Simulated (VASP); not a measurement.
# InSe (C2/m) in VASP: single point with PBEsol

Aim: the single point of InSe with PBEsol.

Program: VASP 6.6.1. These are calculated values, not measurements. Logs are shortened: lines on timing, memory, paths and dates and some standing lists are left out, and cuts for length are marked.

**1. The cell of the first run**

The structure is monoclinic, space group C2/m (No. 12). Conventional cell: a = 12.190 Å, b = 4.111 Å, c = 4.585 Å, α = 90.00°, β = 111.35°, γ = 90.00°. In (site symmetry m) has 5 Se at 2.71 to 3.57 Å and 1 In at 2.89 Å within 3.6 Å. Se (site symmetry m) has 5 In at 2.71 to 3.57 Å and 1 Se at 3.52 Å within 3.6 Å.

**2. Single point, PBEsol (strain +0.0375 x Voigt [1, 0, 0, 0, 0, 0])**

INCAR reads:

```
SYSTEM = InSe
  PREC = Accurate
  ENCUT = 520
  EDIFF = 1E-7
  ISMEAR = 0
  SIGMA = 0.05
  LREAL = .False.
  LASPH = .True.
  NELM = 60
  ALGO = Normal
  ISIF = 2
  LWAVE = .False.
  LCHARG = .False.
  GGA = PS
  NBANDS = 27
```

KPOINTS reads:

```
regular mesh
0
Gamma
  8 8 6
  0 0 0
```

POSCAR reads:

```
InSe
1.0
    6.0952361839     -2.0552742521     -0.0052948673
    6.0952361839      2.0552742521     -0.0052948673
   -1.6653106536      0.0000000000      4.2720903652
In Se
2 2
Direct
    0.8858026589      0.8858026589      0.0290539339
    0.1141973411      0.1141973411      0.9709460661
    0.6547212217      0.6547212217      0.6374867706
    0.3452787783      0.3452787783      0.3625132294
```

Potentials or basis: VASP PAW PBE potentials, release 64 (In_d, Se).

On the command line:

```sh
> cat potpaw_PBE.64/In_d/POTCAR potpaw_PBE.64/Se/POTCAR > POTCAR
> mpirun -np 1 vasp_std > vasp.out
```

OUTCAR:

```text
SYSTEM = InSe
   PREC = Accurate
   ENCUT = 520
   EDIFF = 1E-7
   ISMEAR = 0
   LREAL = .False.
   LASPH = .True.
   NELM = 60
   ISIF = 2
   GGA = PS

 ion  position               nearest neighbor table
   1  0.886  0.886  0.029-   4 2.71   4 2.71   3 2.73   2 2.89   2 3.82   2 3.82
   2  0.114  0.114  0.971-   3 2.71   3 2.71   4 2.73   1 2.89   1 3.82   1 3.82
   3  0.655  0.655  0.637-   2 2.71   2 2.71   1 2.73
   4  0.345  0.345  0.363-   1 2.71   1 2.71   2 2.73

  LATTYP: Found a base centered monoclinic cell.
 ALAT       =    12.1904769674
 B/A-ratio  =     0.3371934105
 C/A-ratio  =     0.3761292755
 COS(beta)  =    -0.3640021952

  Lattice vectors:

 A1 = (   6.0952361839,  -2.0552742521,  -0.0052948673)
 A2 = (   6.0952361839,   2.0552742521,  -0.0052948673)
 A3 = (  -1.6653106536,   0.0000000000,   4.2720903652)

Analysis of symmetry for initial positions (statically):
=====================================================================
 Subroutine PRICEL returns:
 Original cell was already a primitive cell.

 Routine SETGRP: Setting up the symmetry group for a
 base centered monoclinic supercell.

 Subroutine GETGRP returns: Found  4 space group operations
 (whereof  4 operations were pure point group operations)
 out of a pool of  4 trial point group operations.

The static configuration has the point symmetry C_2h.

Analysis of symmetry for dynamics (positions and initial velocities):
=====================================================================
 Subroutine PRICEL returns:
 Original cell was already a primitive cell.

 Routine SETGRP: Setting up the symmetry group for a
 base centered monoclinic supercell.

 Subroutine GETGRP returns: Found  4 space group operations
 (whereof  4 operations were pure point group operations)
 out of a pool of  4 trial point group operations.

The dynamic configuration has the point symmetry C_2h.

 Subroutine INISYM returns: Found  4 space group operations
 (whereof  4 operations are pure point group operations),
 and found     1 'primitive' translations

----------------------------------------------------------------------------------------

                                     Primitive cell

  volume of cell :     107.0000

  direct lattice vectors                    reciprocal lattice vectors
     6.095236184 -2.055274252 -0.005294867     0.082059063 -0.243276536  0.031987580
     6.095236184  2.055274252 -0.005294867     0.082059063  0.243276536  0.031987580
    -1.665310654  0.000000000  4.272090365     0.000203409  0.000000000  0.234156737

  length of vectors
     6.432424459  6.432424459  4.585195270     0.258728367  0.258728367  0.234156825

  position of ions in fractional coordinates (direct lattice)
     0.885802659  0.885802659  0.029053934
     0.114197341  0.114197341  0.970946066
     0.654721222  0.654721222  0.637486771
     0.345278778  0.345278778  0.362513229

  ion indices of the primitive-cell ions
   primitive index   ion index
                 1           1
                 2           2
                 3           3
                 4           4

----------------------------------------------------------------------------------------

 KPOINTS: regular mesh

Automatic generation of k-mesh.
 Grid dimensions read from file:
 generate k-points for:    8    8    6

 Generating k-lattice:

  Cartesian coordinates                     Fractional coordinates (reciprocal lattice)
     0.010257383 -0.030409567  0.003998447     0.125000000  0.000000000  0.000000000
     0.010257383  0.030409567  0.003998447     0.000000000  0.125000000  0.000000000
     0.000033902  0.000000000  0.039026123    -0.000000000 -0.000000000  0.166666667

  Length of vectors
     0.032341046  0.032341046  0.039026138

  Shift w.r.t. Gamma in fractional coordinates (k-lattice)
     0.000000000  0.000000000  0.000000000

 Subroutine IBZKPT returns following result:
 ===========================================

 Found    114 irreducible k-points:

 Following reciprocal coordinates:
            Coordinates               Weight
  0.000000  0.000000  0.000000      1.000000
  0.125000 -0.000000 -0.000000      4.000000
  0.250000 -0.000000 -0.000000      4.000000
  0.375000  0.000000 -0.000000      4.000000
  0.500000 -0.000000 -0.000000      2.000000
  0.125000  0.125000 -0.000000      2.000000
[... 16 lines left out ...]
  0.125000  0.000000  0.166667      4.000000
  0.250000  0.000000  0.166667      4.000000
 [... further k-points ...]
   k-points           NKPTS =    114   k-points in BZ     NKDIM =    114   number of bands    NBANDS=     27
   number of dos      NEDOS =    301   number of ions     NIONS =      4
   total plane-waves  NPLWV =  82944
   dimension x,y,z NGX =    48 NGY =   48 NGZ =   36
   dimension x,y,z NGXF=    96 NGYF=   96 NGZF=   72
   ions per type =               2   2
   NGX,Y,Z   is equivalent  to a cutoff of  12.41, 12.41, 13.05 a.u.
   NGXF,Y,Z  is equivalent  to a cutoff of  24.81, 24.81, 26.11 a.u.
 SYSTEM =  InSe
   PREC   = accura    normal or accurate (medium, high low for compatibility)
   ISTART =      0    job   : 0-new  1-cont  2-samecut
   ICHARG =      2    charge: 1-file 2-atom 10-const
   ISPIN  =      1    spin polarized calculation?
   LNONCOLLINEAR =      F non collinear calculations
   LSORBIT =      F    spin-orbit coupling
   LASPH  =      T    aspherical Exc in radial PAW
   ENCUT  =  520.0 eV  38.22 Ry    6.18 a.u.  11.96 11.96  8.53*2*pi/ulx,y,z
   NELM   =     60;   NELMIN=  2; NELMDL= -5     # of ELM steps
   EDIFF  = 0.1E-06   stopping-criterion for ELM
   LREAL  =      F    real-space projection
   EDIFFG = 0.1E-05   stopping-criterion for IOM
   NSW    =      0    number of steps for IOM
   IBRION =     -1    ionic relax: 0-MD 1-quasi-New 2-CG
   NFREE  =      0    steps in history (QN), initial steepest desc. (CG)
   ISIF   =      2    stress and relaxation
   ISYM   =      2    0-nonsym 1-usesym 2-fastsym
   POTIM  = 0.5000    time-step for ionic-motion
   TEBEG  =    0.0;   TEEND  =   0.0 temperature during run
   PSTRESS=    0.0 pullay stress
   NELECT =      38.0000    total number of electrons
   NUPDOWN=      -1.0000    fix difference up-down
   EMIN   =  10.00;   EMAX   =-10.00  energy-range for DOS
   EFERMI =   0.00;   METHOD = LEGACY
   ISMEAR =     0;   SIGMA  =   0.05  broadening in eV -4-tet -1-fermi 0-gaus
   EFERMI_NEDOS =   21; number of points for ismear=-14 and -15
   IALGO  =     38    algorithm
   IMIX   =      4    mixing-type and parameters
     AMIX     =   0.40;   BMIX     =  1.00
     AMIX_MAG =   1.60;   BMIX_MAG =  1.00
  volume/ion in A,a.u.               =      26.75       180.52
  Fermi-wavevector in a.u.,A,eV,Ry     =   1.159333  2.190821 18.286947  1.344053
  Thomas-Fermi vector in A             =   2.295926
   LORBIT       =      0    0 simple, 1 ext, 2 COOP (PROOUT), +10 PAW based schemes
   GGA     = PS    functional components
   LHFCALC =     F    Hartree Fock is set to
   AEXX    =    0.0000 exact exchange contribution
   IVDW    =     0    specifies the selected vdW correction
   LEPSILON=     F    determine dielectric tensor
   LRPA    =     F    only Hartree local field effects (RPA)
 non-spin polarized calculation
 Gauss-broadening in eV      SIGMA  =   0.05
  energy-cutoff  :      520.00
  volume of cell :      107.00
 maximum number of plane-waves:      2926
   NGX = 23   NGY = 23   NGZ = 17

 number of electron      38.0000009 magnetization

 Free energy of the ion-electron system (eV)
  ---------------------------------------------------
  ext. energy  EPLUGINS =         0.00000000
  ---------------------------------------------------
  free energy    TOTEN  =       -15.49962676 eV

  energy without entropy =      -15.49962676  energy(sigma->0) =      -15.49962676

 E-fermi :   4.8558     XC(G=0):  -9.6606

 val. band max:        4.6168861701   @ k =  -0.2500  -0.2500   0.3333
 cond. band min:       5.0554274274   @ k =   0.3750   0.3750  -0.0000
 fundamental gap:      0.4385412572
 Fermi energy:         4.8557650037

 k-point     1 :       0.0000    0.0000    0.0000
  band No.  band energies     occupation
      1      -9.9571      2.00000
      2      -9.8363      2.00000
      3      -9.6758      2.00000
      4      -9.6708      2.00000
      5      -9.6390      2.00000
      6      -9.6368      2.00000
[... 19 lines left out ...]
     26      11.5567      0.00000
     27      13.3631      0.00000

 k-point     2 :       0.1250   -0.0000   -0.0000
  band No.  band energies     occupation
      1      -9.9522      2.00000
      2      -9.8324      2.00000
      3      -9.7211      2.00000
      4      -9.6618      2.00000
      5      -9.6507      2.00000
      6      -9.6258      2.00000
[... 19 lines left out ...]
     26      11.4735      0.00000
     27      13.1105      0.00000

 k-point     3 :       0.2500   -0.0000   -0.0000
  band No.  band energies     occupation
      1      -9.9417      2.00000
      2      -9.8354      2.00000
      3      -9.7817      2.00000
      4      -9.6720      2.00000
      5      -9.6448      2.00000
      6      -9.6189      2.00000
[... 19 lines left out ...]
     26      11.4989      0.00000
     27      12.3598      0.00000

 k-point     4 :       0.3750    0.0000   -0.0000
  band No.  band energies     occupation
      1      -9.9353      2.00000
      2      -9.8729      2.00000
      3      -9.7814      2.00000
      4      -9.6926      2.00000
      5      -9.6354      2.00000
      6      -9.6300      2.00000
[... 19 lines left out ...]
     26      11.8256      0.00000
     27      12.7362      0.00000

 k-point     5 :       0.5000   -0.0000   -0.0000
  band No.  band energies     occupation
      1      -9.9357      2.00000
      2      -9.8882      2.00000
      3      -9.7735      2.00000
      4      -9.7019      2.00000
      5      -9.6416      2.00000
      6      -9.6259      2.00000
[... 19 lines left out ...]
     26      11.6673      0.00000
     27      12.7429      0.00000

 k-point     6 :       0.1250    0.1250   -0.0000
  band No.  band energies     occupation
      1      -9.9568      2.00000
      2      -9.8289      2.00000
      3      -9.6782      2.00000
      4      -9.6748      2.00000
      5      -9.6398      2.00000
      6      -9.6390      2.00000
[... 444 lines left out ...]
      1      -9.9589      2.00000
      2      -9.7316      2.00000
      3      -9.7203      2.00000
      4      -9.7054      2.00000
      5      -9.6500      2.00000
      6      -9.6387      2.00000
[... 19 lines left out ...]
     26      11.3128      0.00000
     27      12.0503      0.00000

 k-point    22 :       0.0000    0.0000    0.1667
  band No.  band energies     occupation
      1      -9.9557      2.00000
      2      -9.8354      2.00000
      3      -9.6734      2.00000
      4      -9.6733      2.00000
      5      -9.6411      2.00000
      6      -9.6372      2.00000
[... 19 lines left out ...]
     26      11.5350      0.00000
     27      12.4465      0.00000

 k-point    23 :       0.1250    0.0000    0.1667
  band No.  band energies     occupation
      1      -9.9540      2.00000
      2      -9.8319      2.00000
      3      -9.7228      2.00000
      4      -9.6570      2.00000
      5      -9.6538      2.00000
      6      -9.6247      2.00000
[... 19 lines left out ...]
     26      10.9940      0.00000
     27      12.8400      0.00000

 k-point    24 :       0.2500    0.0000    0.1667
  band No.  band energies     occupation
      1      -9.9526      2.00000
      2      -9.8402      2.00000
      3      -9.7783      2.00000
      4      -9.6750      2.00000
      5      -9.6394      2.00000
      6      -9.6204      2.00000
[... 19 lines left out ...]
     26      11.1124      0.00000
     27      12.2004      0.00000

 [... further k-points ...]
[... 5 lines left out ...]
  --------------------------------------------------------------------------------------
  -------------------------------------------------------------------------------------
  Total       -2.8641474     -0.6036648     -0.7925602      0.0000000      0.0000000     -0.1734750
  in kB      -42.8866661     -9.0390503    -11.8674989      0.0000000      0.0000000     -2.5975488
  external PRESSURE =     -21.2644051 kB  Pullay stress =       0.0000000 kB

 VOLUME and BASIS-vectors are now :
 -----------------------------------------------------------------------------
  energy-cutoff  :      520.00
  volume of cell :      107.00
      direct lattice vectors                 reciprocal lattice vectors
     6.095236184 -2.055274252 -0.005294867     0.082059063 -0.243276536  0.031987580
     6.095236184  2.055274252 -0.005294867     0.082059063  0.243276536  0.031987580
    -1.665310654  0.000000000  4.272090365     0.000203409  0.000000000  0.234156737

 POSITION                                       TOTAL-FORCE (eV/Angst)
 -----------------------------------------------------------------------------------
     10.74997      0.00000      0.11474         0.082345      0.000000     -0.082298
     -0.22481      0.00000      4.14676        -0.082345      0.000000      0.082298
      6.91975      0.00000      2.71647         0.062211      0.000000      0.106300
      3.60541      0.00000      1.54503        -0.062211      0.000000     -0.106300
 -----------------------------------------------------------------------------------
    total drift:                               -0.000000     -0.000000      0.000000

  FREE ENERGIE OF THE ION-ELECTRON SYSTEM (eV)
  ---------------------------------------------------
  free  energy   TOTEN  =       -15.4996267637 eV

  energy  without entropy=      -15.4996267636  energy(sigma->0) =      -15.49962676
```

Wall time 4.4 min (1 thread of Intel Xeon Platinum 8375C at 2.90GHz (Ice Lake), shared host); peak memory 0.46 GiB.

Results:

| Quantity | Value |
| --- | --- |
| Free energy | -15.4996 eV |
| Pressure | -2.1 GPa |
| Largest force | 0.123 eV/Å |
| Band gap on the k mesh | 0.44 eV, indirect (least direct gap 1.00 eV) |

Forces on the atoms (eV/Å):
```
In   0.082  0.000 -0.082
In  -0.082  0.000  0.082
Se   0.062  0.000  0.106
Se  -0.062  0.000 -0.106
```

Levels at points of the mesh, in eV from the valence-band top:
```
           k point  band 15  band 16  band 17  band 18  band 19  band 20  band 21  band 22  band 23  band 24
(0.00, 0.00, 0.00)    -3.82    -2.64    -2.30    -1.82    -1.50     2.19     3.41     3.86     5.00     5.08
(0.50, 0.00, 0.00)    -2.48    -2.07    -1.64    -1.59    -1.08     1.48     2.17     3.19     3.21     4.23
(0.50, 0.50, 0.00)    -2.71    -2.60    -1.26    -0.97    -0.45     0.56     2.28     2.74     4.41     5.87
(0.00, 0.00, 0.50)    -2.06    -1.82    -1.75    -1.23    -0.26     0.83     2.29     3.28     3.44     5.51
(0.50, 0.00, 0.50)    -3.93    -3.45    -2.69    -2.38    -2.04     1.59     2.93     4.14     4.15     6.63
(0.50, 0.50, 0.50)    -2.71    -1.59    -1.52    -1.37    -0.34     1.90     2.78     2.83     3.93     4.79
```

Caveat: the cell differs from its parent crystal (strain +0.0375 x Voigt [1, 0, 0, 0, 0, 0]); the PAW data sets were made with another functional, which shifts forces and pressure a little; spin-orbit coupling is left out, which moves the levels of the heavy elements.
